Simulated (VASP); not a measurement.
Wanted: the native input for a VASP 6.6.1 run.

```
Task                   : single point
Functional             : r2SCAN
Potentials or basis    : VASP PAW PBE potentials, release 64 (K_sv, Ta_pv, O)
Cutoff                 : 520 eV
k mesh                 : 6 × 6 × 6
Occupations            : gaussian, width 0.05 eV
Spin                   : no spin polarisation
Dipole correction      : no
Further INCAR settings : ALGO = Normal; EDIFF = 1e-07; NBANDS = 27
```

Crystal: KTaO3.

```xyz
5
Lattice="3.7889 0.0000 0.0000 0.0000 3.7889 0.0000 0.0000 0.0000 4.1877" Properties=species:S:1:pos:R:3 pbc="T T T"
K     1.8944    1.8944    2.0939
Ta    0.0000    0.0000    0.0000
O     1.8944    0.0000    0.0000
O     0.0000    1.8944    0.0000
O     0.0000    0.0000    2.0939
```

This cell differs from its parent crystal: strain -0.050 along x and y, +0.050 along z.

One way to write it, as run:

POSCAR

```
KTaO3
1.0
    3.7888850000      0.0000000000      0.0000000000
    0.0000000000      3.7888850000      0.0000000000
    0.0000000000      0.0000000000      4.1877150000
K Ta O
1 1 3
Direct
    0.5000000000      0.5000000000      0.5000000000
    0.0000000000      0.0000000000      0.0000000000
    0.5000000000      0.0000000000      0.0000000000
    0.0000000000      0.5000000000      0.0000000000
    0.0000000000      0.0000000000      0.5000000000
```

INCAR.step1

```
PREC = Accurate ; ENCUT = 520
ISMEAR = 0 ; SIGMA = 0.05
LREAL = F ; LASPH = T
NELM = 80 ; NBANDS = 27
GGA = PE ; ALGO = Normal
EDIFF = 1E-4 ; LWAVE = T
LCHARG = F
```

INCAR.step2

```
PREC = Accurate ; ENCUT = 520
EDIFF = 1E-7 ; ISMEAR = 0
SIGMA = 0.05 ; LREAL = F
LASPH = T ; NELM = 80
ALGO = Normal ; ISIF = 2
LWAVE = F ; LCHARG = F
METAGGA = R2SCAN ; LMIXTAU = T
NBANDS = 27 ; ISTART = 1
```

KPOINTS

```
regular mesh
0
Gamma
  6 6 6
```

Potentials or basis: VASP PAW PBE potentials, release 64 (K_sv, Ta_pv, O).

Command:

```console
$ cat potpaw_PBE.64/K_sv/POTCAR potpaw_PBE.64/Ta_pv/POTCAR potpaw_PBE.64/O/POTCAR > POTCAR
$ cp INCAR.step1 INCAR
$ mpirun -np 1 vasp_std > vasp.out
$ cp INCAR.step2 INCAR
$ mpirun -np 1 vasp_std > vasp.out
```

It gave:

- Pressure: 18.7 GPa
- Band gap on the k mesh: 2.57 eV (least direct gap 3.05 eV)

Caveat: the cell differs from its parent crystal (strain -0.050 along x and y, +0.050 along z); the stress differs along the axes, from -10 to 33 GPa; the PAW data sets were made with another functional, which shifts forces and pressure a little; spin-orbit coupling is left out, which moves the levels of the heavy elements.

Wall time 100 s on 1 thread of Intel(R) Xeon(R) 6975P-C (Granite Rapids), on a shared host, peak memory 0.21 GiB.
